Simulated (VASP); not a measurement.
Set up this calculation in VASP 6.6.1, as the native input.

- Task: single point
- Functional: LDA
- Potentials or basis: VASP PAW LDA potentials, release 64 (Ag)
- Cutoff: 520 eV
- k mesh: 20 × 20 × 20
- Occupations: gaussian, width 0.15 eV
- Spin: no spin polarisation
- Dipole correction: no
- Further INCAR settings: ALGO = Fast; EDIFF = 1e-06; NBANDS = 12

The structure of Ag lies in POSCAR:

```
Ag
1.0
   -1.7384367000      1.7384367000      1.6142626500
    1.7384367000     -1.7384367000      1.6142626500
    1.7384367000      1.7384367000     -1.6142626500
Ag
1
Direct
    0.0000000000      0.0000000000      0.0000000000
```

This cell differs from its parent crystal: strain +0.050 along x and y, -0.025 along z.

The input as run:

INCAR

```
SYSTEM = Ag
PREC     = Accurate       ! precision mode
ENCUT    = 520            ! plane-wave cutoff, eV
EDIFF    = 1E-6           ! SCF threshold, eV
ISMEAR   = 0              ! smearing method
SIGMA    = 0.15           ! smearing width, eV
LREAL    = .False.        ! projectors in reciprocal space
LASPH    = .True.         ! aspherical terms in the spheres
NELM     = 80             ! most SCF steps
ALGO     = Fast           ! electronic algorithm
ISIF     = 2              ! what is computed and relaxed
LWAVE    = .False.        ! write WAVECAR
LCHARG   = .True.         ! write CHGCAR
GGA      = CA             ! functional
LELF     = .True.         ! ELF
LVHAR    = .True.       
NBANDS   = 12             ! bands
```

KPOINTS

```
Automatic mesh
0
Gamma
  20 20 20
  0 0 0
```

Potentials or basis: VASP PAW LDA potentials, release 64 (Ag).

Run with:

```console
$ cat potpaw_LDA.64/Ag/POTCAR > POTCAR
$ mpirun -np 1 vasp_std > vasp.out
```

It gave:

| Property | Result |
| --- | --- |
| Pressure | -14.8 GPa |
| Band gap on the k mesh | zero (an odd number of electrons rules out a gap without spin polarisation) |

Caveat: the cell differs from its parent crystal (strain +0.050 along x and y, -0.025 along z); the cell stands under tension.

Wall time 110 s on 1 thread of Intel Xeon 8259CL (shared host), peak memory 0.25 GiB.
